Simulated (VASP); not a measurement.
# Zn5O2 (P3m1) in VASP: a series of runs

The runs below take Zn5O2 through single point, relaxation of cell and atoms, with PBE.

Program: VASP 6.6.1. These are calculated values, not measurements. Logs are shortened: lines on timing, memory, paths and dates and some standing lists are left out, and cuts for length are marked.

### 1 The cell of the first run

The structure is trigonal, space group P3m1 (No. 156). The conventional cell has a = 3.163 Å, b = 3.163 Å, c = 11.464 Å, α = 90.00°, β = 90.00°, γ = 120.00°. Within 2.7 Å of Zn (site symmetry 3m) lie 3 O at 2.01 Å. Within 2.6 Å of Zn (site symmetry 3m) lie 4 O at 1.95 to 1.99 Å. Within 2.7 Å of Zn (site symmetry 3m) lie 1 O at 1.95 Å and 3 Zn at 2.60 Å. Zn (site symmetry 3m) has 12 Zn at 2.65 to 3.16 Å and 3 O at 3.52 Å within 3.6 Å. Zn (site symmetry 3m) has 12 Zn at 2.60 to 3.16 Å within 3.4 Å. Within 2.6 Å of O (site symmetry 3m) lie 4 Zn at 1.95 to 2.01 Å. O (site symmetry 3m) has 4 Zn at 1.95 to 1.99 Å within 2.6 Å.

### 2 Single point, PBE

Contents of INCAR:

```
ALGO     = Normal         # electronic algorithm
EDIFF    = 1E-6           # SCF threshold, eV
ENCUT    = 520            # plane-wave cutoff, eV
GGA      = PE             # functional
ISIF     = 2              # what is computed and relaxed
ISMEAR   = 0              # smearing method
LASPH    = T              # aspherical terms in the spheres
LCHARG   = F              # write CHGCAR
LREAL    = F              # projectors in reciprocal space
LWAVE    = F              # write WAVECAR
NBANDS   = 45             # bands
NELM     = 80             # most SCF steps
PREC     = Accurate       # precision mode
SIGMA    = 0.2            # smearing width, eV
```

Contents of KPOINTS:

```
k-points
0
Gamma
  6 6 2
```

Contents of POSCAR:

```
Zn5O2
1.0
    3.1634260035      0.0000000000      0.0000000000
   -1.5817130018      2.7396072821      0.0000000000
    0.0000000000      0.0000000000     11.4637973180
Zn O
5 2
Direct
    0.3333333333      0.6666666667      0.4842337656
    0.0000000000      0.0000000000      0.2398845492
    0.6666666667      0.3333333333      0.0014320221
    0.6666666667      0.3333333333      0.6725694229
    0.3333333333      0.6666666667      0.8399629587
    0.0000000000      0.0000000000      0.4101219016
    0.6666666667      0.3333333333      0.1717953799
```

Potentials or basis: VASP PAW PBE potentials, release 64 (Zn, O).

Run with:

```bash
> cat potpaw_PBE.64/Zn/POTCAR potpaw_PBE.64/O/POTCAR > POTCAR
> mpirun -np 1 vasp_std > vasp.out
```

OUTCAR:

```text
EDIFF = 1E-6
   ENCUT = 520
   GGA = PE
   ISIF = 2
   ISMEAR = 0
   LASPH = T
   LREAL = F
   NELM = 80
   PREC = Accurate

 ion  position               nearest neighbor table
   1  0.333  0.667  0.484-   6 2.01   6 2.01   6 2.01   4 2.83   4 2.83   4 2.83
   2  0.000  0.000  0.240-   6 1.95   7 1.99   7 1.99   7 1.99
   3  0.667  0.333  0.001-   7 1.95   5 2.60   5 2.60   5 2.60
   4  0.667  0.333  0.673-   5 2.65   5 2.65   5 2.65   1 2.83   1 2.83   1 2.83
   5  0.333  0.667  0.840-   3 2.60   3 2.60   3 2.60   4 2.65   4 2.65   4 2.65
   6  0.000  0.000  0.410-   2 1.95   1 2.01   1 2.01   1 2.01
   7  0.667  0.333  0.172-   3 1.95   2 1.99   2 1.99   2 1.99

  LATTYP: Found a hexagonal cell.
 ALAT       =     3.1634260035
 C/A-ratio  =     3.6238550563

  Lattice vectors:

 A1 = (   3.1634260035,   0.0000000000,   0.0000000000)
 A2 = (  -1.5817130018,   2.7396072821,   0.0000000000)
 A3 = (   0.0000000000,   0.0000000000,  11.4637973180)

Analysis of symmetry for initial positions (statically):
=====================================================================
 Subroutine PRICEL returns:
 Original cell was already a primitive cell.

 Routine SETGRP: Setting up the symmetry group for a
 hexagonal supercell.

 Subroutine GETGRP returns: Found  6 space group operations
 (whereof  6 operations were pure point group operations)
 out of a pool of 24 trial point group operations.

The static configuration has the point symmetry C_3v.

Analysis of symmetry for dynamics (positions and initial velocities):
=====================================================================
 Subroutine PRICEL returns:
 Original cell was already a primitive cell.

 Routine SETGRP: Setting up the symmetry group for a
 hexagonal supercell.

 Subroutine GETGRP returns: Found  6 space group operations
 (whereof  6 operations were pure point group operations)
 out of a pool of 24 trial point group operations.

The dynamic configuration has the point symmetry C_3v.

 Subroutine INISYM returns: Found  6 space group operations
 (whereof  6 operations are pure point group operations),
 and found     1 'primitive' translations

----------------------------------------------------------------------------------------

                                     Primitive cell

  volume of cell :      99.3515

  direct lattice vectors                    reciprocal lattice vectors
     3.163426004  0.000000000  0.000000000     0.316112973  0.182507910  0.000000000
    -1.581713002  2.739607282  0.000000000     0.000000000  0.365015821  0.000000000
     0.000000000  0.000000000 11.463797318     0.000000000  0.000000000  0.087231131

  length of vectors
     3.163426004  3.163426004 11.463797318     0.365015821  0.365015821  0.087231131

  position of ions in fractional coordinates (direct lattice)
     0.333333333  0.666666667  0.484233766
     0.000000000  0.000000000  0.239884549
     0.666666667  0.333333333  0.001432022
     0.666666667  0.333333333  0.672569423
     0.333333333  0.666666667  0.839962959
     0.000000000  0.000000000  0.410121902
     0.666666667  0.333333333  0.171795380

  ion indices of the primitive-cell ions
   primitive index   ion index
                 1           1
                 2           2
                 3           3
                 4           4
                 5           5
                 6           6
                 7           7

----------------------------------------------------------------------------------------

 KPOINTS: k-points

Automatic generation of k-mesh.
 Grid dimensions read from file:
 generate k-points for:    6    6    2

 Generating k-lattice:

  Cartesian coordinates                     Fractional coordinates (reciprocal lattice)
     0.052685496  0.030417985  0.000000000     0.166666667 -0.000000000  0.000000000
     0.000000000  0.060835970  0.000000000     0.000000000  0.166666667  0.000000000
     0.000000000  0.000000000  0.043615565     0.000000000  0.000000000  0.500000000

  Length of vectors
     0.060835970  0.060835970  0.043615565

  Shift w.r.t. Gamma in fractional coordinates (k-lattice)
     0.000000000  0.000000000  0.000000000

 Subroutine IBZKPT returns following result:
 ===========================================

 Found     14 irreducible k-points:

 Following reciprocal coordinates:
            Coordinates               Weight
  0.000000  0.000000  0.000000      1.000000
  0.166667 -0.000000  0.000000      6.000000
  0.333333 -0.000000  0.000000      6.000000
  0.500000  0.000000  0.000000      3.000000
  0.166667  0.166667  0.000000      6.000000
  0.333333  0.166667  0.000000     12.000000
  0.333333  0.333333  0.000000      2.000000
  0.000000  0.000000  0.500000      1.000000
  0.166667 -0.000000  0.500000      6.000000
  0.333333 -0.000000  0.500000      6.000000
  0.500000  0.000000  0.500000      3.000000
  0.166667  0.166667  0.500000      6.000000
  0.333333  0.166667  0.500000     12.000000
[... 28 lines left out ...]
   TEBEG  =    0.0;   TEEND  =   0.0 temperature during run
   PSTRESS=    0.0 pullay stress
   NELECT =      72.0000    total number of electrons
   NUPDOWN=      -1.0000    fix difference up-down
   EMIN   =  10.00;   EMAX   =-10.00  energy-range for DOS
   EFERMI =   0.00;   METHOD = LEGACY
   ISMEAR =     0;   SIGMA  =   0.20  broadening in eV -4-tet -1-fermi 0-gaus
   EFERMI_NEDOS =   21; number of points for ismear=-14 and -15
   IALGO  =     38    algorithm
   IMIX   =      4    mixing-type and parameters
     AMIX     =   0.40;   BMIX     =  1.00
     AMIX_MAG =   1.60;   BMIX_MAG =  1.00
  volume/ion in A,a.u.               =      14.19        95.78
  Fermi-wavevector in a.u.,A,eV,Ry     =   1.470486  2.778815 29.420265  2.162328
  Thomas-Fermi vector in A             =   2.585737
   LORBIT       =      0    0 simple, 1 ext, 2 COOP (PROOUT), +10 PAW based schemes
   GGA     = PE    functional components
   LHFCALC =     F    Hartree Fock is set to
   AEXX    =    0.0000 exact exchange contribution
   IVDW    =     0    specifies the selected vdW correction
   LEPSILON=     F    determine dielectric tensor
   LRPA    =     F    only Hartree local field effects (RPA)
 non-spin polarized calculation
 Gauss-broadening in eV      SIGMA  =   0.20
  energy-cutoff  :      520.00
  volume of cell :       99.35
 maximum number of plane-waves:      2701
 NGX is ok and might be reduce to    24
   NGX = 11   NGY = 11   NGZ = 43

 number of electron      71.9999929 magnetization

 Free energy of the ion-electron system (eV)
  ---------------------------------------------------
  ext. energy  EPLUGINS =         0.00000000
  ---------------------------------------------------
  free energy    TOTEN  =       -20.39592769 eV

  energy without entropy =      -20.36859759  energy(sigma->0) =      -20.38226264

 E-fermi :   2.2102     XC(G=0): -10.9199

 val. band max:        2.2007264188   @ k =   0.3333  -0.0000   0.5000
 cond. band min:       2.4131052828   @ k =   0.3333   0.3333   0.5000
 fundamental gap:      0.2123788640
 Fermi energy:         2.2102353919

 k-point     1 :       0.0000    0.0000    0.0000
  band No.  band energies     occupation
      1     -17.0049      2.00000
      2     -16.5537      2.00000
      3      -6.5879      2.00000
      4      -5.5209      2.00000
      5      -5.3971      2.00000
      6      -5.1999      2.00000
[... 37 lines left out ...]
     44      13.7390      0.00000
     45      13.7390      0.00000

 k-point     2 :       0.1667   -0.0000    0.0000
  band No.  band energies     occupation
      1     -16.8695      2.00000
      2     -16.4444      2.00000
      3      -6.1110      2.00000
      4      -5.4478      2.00000
      5      -5.3352      2.00000
      6      -5.1590      2.00000
[... 37 lines left out ...]
     44      12.1227      0.00000
     45      12.3394      0.00000

 k-point     3 :       0.3333   -0.0000    0.0000
  band No.  band energies     occupation
      1     -16.5848      2.00000
      2     -16.2188      2.00000
      3      -5.4962      2.00000
      4      -5.4388      2.00000
      5      -5.3211      2.00000
      6      -5.2293      2.00000
[... 517 lines left out ...]
     44       9.1529      0.00000
     45       9.7661      0.00000

 k-point    14 :       0.3333    0.3333    0.5000
  band No.  band energies     occupation
      1     -16.3646      2.00000
      2     -16.0468      2.00000
      3      -5.3844      2.00000
      4      -5.3330      2.00000
      5      -5.2767      2.00000
      6      -5.1506      2.00000
[... 37 lines left out ...]
     44       9.0936      0.00000
     45       9.3543      0.00000

------------------------ aborting loop because EDIFF is reached ----------------------------------------

  FORCE on cell =-STRESS in cart. coord.  units (eV):
  Direction    XX          YY          ZZ          XY          YZ          ZX
  --------------------------------------------------------------------------------------
  -------------------------------------------------------------------------------------
  Total        0.2061446      0.2061446      0.6535222     -0.0000000      0.0000000      0.0000000
  in kB        3.3243607      3.3243607     10.5389283     -0.0000000      0.0000000      0.0000000
  external PRESSURE =       5.7292166 kB  Pullay stress =       0.0000000 kB

 VOLUME and BASIS-vectors are now :
 -----------------------------------------------------------------------------
  energy-cutoff  :      520.00
  volume of cell :       99.35
      direct lattice vectors                 reciprocal lattice vectors
     3.163426004  0.000000000  0.000000000     0.316112973  0.182507910  0.000000000
    -1.581713002  2.739607282  0.000000000     0.000000000  0.365015821  0.000000000
     0.000000000  0.000000000 11.463797318     0.000000000  0.000000000  0.087231131

 POSITION                                       TOTAL-FORCE (eV/Angst)
 -----------------------------------------------------------------------------------
     -0.00000      1.82640      5.55116        -0.000000     -0.000000      0.059368
      0.00000      0.00000      2.74999         0.000000     -0.000000     -0.004984
      1.58171      0.91320      0.01642        -0.000000      0.000000     -0.080998
      1.58171      0.91320      7.71020        -0.000000      0.000000     -0.011903
     -0.00000      1.82640      9.62917         0.000000      0.000000      0.003366
      0.00000      0.00000      4.70155         0.000000      0.000000      0.041731
      1.58171      0.91320      1.96943         0.000000      0.000000     -0.006581
 -----------------------------------------------------------------------------------
    total drift:                               -0.000001      0.000003     -0.000886

  FREE ENERGIE OF THE ION-ELECTRON SYSTEM (eV)
  ---------------------------------------------------
  free  energy   TOTEN  =       -20.3959276894 eV

  energy  without entropy=      -20.3685975868  energy(sigma->0) =      -20.38226264
```

It took 31 s on 1 thread of Intel Xeon 6975P-C (Granite Rapids), shared host; peak memory 0.23 GiB.

What came out:

```
Free energy            : -20.3959 eV
Pressure               : 0.6 GPa
Largest force          : 0.081 eV/Å
Band gap on the k mesh : zero (bands 36 and 37 overlap by 0.22 eV)
```

Forces in eV/Å, atoms in the order of the input:
```
Zn   0.000  0.000  0.059
Zn   0.000  0.000 -0.005
Zn   0.000  0.000 -0.081
Zn   0.000  0.000 -0.012
Zn   0.000  0.000  0.003
O    0.000  0.000  0.042
O    0.000  0.000 -0.007
```

Stress tensor (GPa, compression positive):
```
0.33 0.00 0.00
0.00 0.33 0.00
0.00 0.00 1.05
```

Caveat: the k points lie up to 0.38 Å⁻¹ apart; semilocal functionals underestimate gaps, so a narrow gap can read as zero.

### 3 Single point, PBE

This run uses another cell than the first one, of 14.13 Å³/atom.

Contents of INCAR:

```
PREC = Accurate
ENCUT = 520
EDIFF = 1E-6
ISMEAR = 0
SIGMA = 0.2
LREAL = F
LASPH = T
NELM = 100
ALGO = Normal
ISIF = 2
LWAVE = F
LCHARG = F
GGA = PE
NBANDS = 45
```

Contents of KPOINTS:

```
Automatic mesh
0
Gamma
  12 12 2
```

Contents of POSCAR:

```
Zn5O2
1.0
    3.1394509548      0.0000000000      0.0000000000
   -1.5697254774      2.7188442808      0.0000000000
    0.0000000000      0.0000000000     11.5916231111
Zn O
5 2
Direct
    0.3333333333      0.6666666667      0.4844861005
    0.0000000000      0.0000000000      0.2410777271
    0.6666666667      0.3333333333      0.0033993354
    0.6666666667      0.3333333333      0.6691478489
    0.3333333333      0.6666666667      0.8410879516
    0.0000000000      0.0000000000      0.4092080479
    0.6666666667      0.3333333333      0.1715929886
```

Potentials or basis: VASP PAW PBE potentials, release 64 (Zn, O).

Run with:

```bash
> cat potpaw_PBE.64/Zn/POTCAR potpaw_PBE.64/O/POTCAR > POTCAR
> mpirun -np 1 vasp_std > vasp.out
```

Run time: 85 s. Hardware: 1 thread of Intel Xeon 6975P-C (Granite Rapids), shared host; peak memory 0.28 GiB.

Results (log left out):

```
Free energy            : -20.3379 eV
Pressure               : 0.6 GPa
Largest force          : 0.056 eV/Å
Band gap on the k mesh : zero (bands 36 and 37 overlap by 0.77 eV)
```

Forces in eV/Å, atoms in the order of the input:
```
Zn   0.000  0.000  0.056
Zn   0.000  0.000  0.011
Zn   0.000  0.000 -0.049
Zn   0.000  0.000 -0.017
Zn   0.000  0.000 -0.004
O    0.000  0.000  0.003
O    0.000  0.000  0.000
```

Stress tensor (GPa, compression positive):
```
0.54 0.00 0.00
0.00 0.54 0.00
0.00 0.00 0.84
```

Levels at points of the mesh, in eV from the Fermi level:
```csv
k point,band 34,band 35,band 36,band 37,band 38,band 39
"(0.00, 0.00, 0.00)",-2.08,-1.66,-1.66,1.19,1.90,5.24
"(0.50, 0.00, 0.00)",-2.71,-2.40,-1.55,-0.51,1.61,2.51
"(0.00, 0.00, 0.50)",-1.66,-1.66,-1.44,-0.01,3.56,3.78
"(0.50, 0.00, 0.50)",-2.86,-2.40,-1.45,-0.38,1.42,2.38
```

Caveat: semilocal functionals underestimate gaps, so a narrow gap can read as zero.

### 4 Relaxation of cell and atoms, PBE

This run uses another cell than the first one, of 12.43 Å³/atom.

Contents of INCAR:

```
SYSTEM = Zn5O2
ALGO     = Normal         ! electronic algorithm
EDIFF    = 1E-6           ! SCF threshold, eV
EDIFFG   = -0.08          ! ionic threshold
ENCUT    = 600            ! plane-wave cutoff, eV
GGA      = PE             ! functional
IBRION   = 2              ! ionic algorithm
ISIF     = 3              ! what is computed and relaxed
ISMEAR   = 0              ! smearing method
LASPH    = .TRUE.         ! aspherical terms in the spheres
LCHARG   = .FALSE.        ! write CHGCAR
LREAL    = .FALSE.        ! projectors in reciprocal space
LWAVE    = .FALSE.        ! write WAVECAR
NELM     = 80             ! most SCF steps
NSW      = 36             ! ionic steps
PREC     = Accurate       ! precision mode
SIGMA    = 0.2            ! smearing width, eV
```

Contents of KPOINTS:

```
k-points
0
G
  6 6 2
  0 0 0
```

Contents of POSCAR:

```
Zn5O2
1.0
    3.0500000000      0.0000000000      0.0000000000
   -1.5250000000      2.6413774800      0.0000000000
    0.0000000000      0.0000000000     10.8000000000
Zn O
5 2
Direct
    0.3333333300      0.6666666700      0.4900000000
    0.0000000000      0.0000000000      0.2400000000
    0.6666666700      0.3333333300      0.0000000000
    0.6666666700      0.3333333300      0.6600000000
    0.3333333300      0.6666666700      0.8300000000
    0.0000000000      0.0000000000      0.4200000000
    0.6666666700      0.3333333300      0.1800000000
```

Run with:

```bash
> cat potpaw_PBE.64/Zn/POTCAR potpaw_PBE.64/O/POTCAR > POTCAR
> mpirun -np 1 vasp_std > vasp.out
```

It took 3.4 min on 1 thread of Intel Xeon 6975P-C (Granite Rapids), shared host; peak memory 0.24 GiB.

The run converged. Its results:

| Quantity | Value |
| --- | --- |
| Free energy | -20.3883 eV |
| Relaxed volume | 14.26 Å³/atom |
| Relaxed cell | a = 3.162 Å, b = 3.162 Å, c = 11.529 Å, α = 90.00°, β = 90.00°, γ = 120.00° |
| Space group after relaxing (to 0.1 Å) | P3m1 (No. 156) |
| Energy gained by relaxing | 108.6 meV/atom |
| Ionic steps | 10 |
| Pressure after relaxing | -0.2 GPa |
| Largest force after relaxing | 0.074 eV/Å |
| Band gap on the k mesh | zero (bands 36 and 37 overlap by 0.20 eV) |

Forces on the atoms (eV/Å):
```
Zn   0.000  0.000 -0.047
Zn   0.000  0.000 -0.033
Zn   0.000  0.000  0.001
Zn   0.000  0.000 -0.033
Zn   0.000  0.000  0.074
O    0.000  0.000  0.043
O    0.000  0.000 -0.004
```

Stress tensor (GPa, compression positive):
```
-0.08  0.00  0.00
 0.00 -0.08  0.00
 0.00  0.00 -0.30
```

The path:
| step | energy change (eV) | largest force (eV/Å) | pressure (GPa) | volume (Å³) |
| --- | --- | --- | --- | --- |
| 1 | 0.0000 | 1.1838 | 17.81 | 87.01 |
| 2 | -0.5838 | 0.8470 | -4.96 | 105.59 |
| 3 | -0.6862 | 0.4914 | 0.00 | 99.59 |
| 4 | -0.6861 | 0.5087 | -0.35 | 99.85 |
| 5 | -0.7150 | 0.3446 | -0.40 | 99.97 |
| 6 | -0.7244 | 0.3912 | -0.29 | 100.08 |
| 7 | -0.7441 | 0.2636 | -0.04 | 99.73 |
| 8 | -0.7540 | 0.1645 | 0.33 | 99.25 |
| 9 | -0.7597 | 0.0891 | -0.14 | 99.69 |
| 10 | -0.7601 | 0.0737 | -0.15 | 99.81 |

Final structure:
```
Zn O
1.0
     3.16183    0.00000    0.00000
    -1.58091    2.73822    0.00000
     0.00000    0.00000   11.52868
Zn O
5 2
Direct
  0.33333 0.66667 0.48550
  0.00000 0.00000 0.24062
  0.66667 0.33333 0.00093
  0.66667 0.33333 0.67272
  0.33333 0.66667 0.83858
  0.00000 0.00000 0.41045
  0.66667 0.33333 0.17120
```

Levels at points of the mesh, in eV from the Fermi level:
```csv
k point,band 33,band 34,band 35,band 36,band 37,band 38,band 39,band 40
"(0.00, 0.00, 0.00)",-1.86,-1.86,-1.45,-1.45,1.45,2.22,5.49,7.03
"(0.50, 0.00, 0.00)",-2.94,-2.46,-2.19,-1.26,-0.21,1.93,2.81,4.84
"(0.00, 0.00, 0.50)",-1.86,-1.45,-1.45,-1.12,0.27,3.79,4.12,8.53
"(0.50, 0.00, 0.50)",-2.94,-2.60,-2.19,-1.16,-0.07,1.72,2.70,5.07
```

Caveat: the k points lie up to 0.38 Å⁻¹ apart in the final cell; semilocal functionals underestimate gaps, so a narrow gap can read as zero; the relaxation stopped at a loose force limit of 0.08 eV/Å, so its end isn't a converged minimum.

### 5 Overview

```csv
task,cell,k mesh,cutoff (eV),gap on the mesh (eV),pressure (GPa),largest force (eV/Å)
single point,"a = 3.163, b = 3.163, c = 11.464 Å, angles 90.0, 90.0, 120.0°, 7 atoms, atomic positions A",6 × 6 × 2,520,none,0.6,0.08
single point,"a = 3.139, b = 3.139, c = 11.592 Å, angles 90.0, 90.0, 120.0°, 7 atoms, atomic positions B",12 × 12 × 2,520,none,0.6,0.06
relaxation of cell and atoms,"relaxed from a = 3.050, b = 3.050, c = 10.800 Å, angles 90.0, 90.0, 120.0°, 7 atoms, atomic positions C",6 × 6 × 2,600,none,-0.2,0.07
```

Alike in all rows: level PBE; potentials or basis VASP PAW PBE potentials, release 64 (Zn, O); no spin polarisation; smearing gaussian 0.2 eV.

Caveats: some runs use coarse meshes; semilocal functionals underestimate gaps, so a narrow gap can read as zero; the relaxation stopped at a loose force limit of 0.08 eV/Å, so its end isn't a converged minimum (at least some runs).

Absolute energies hang on the potentials; compare differences alone.
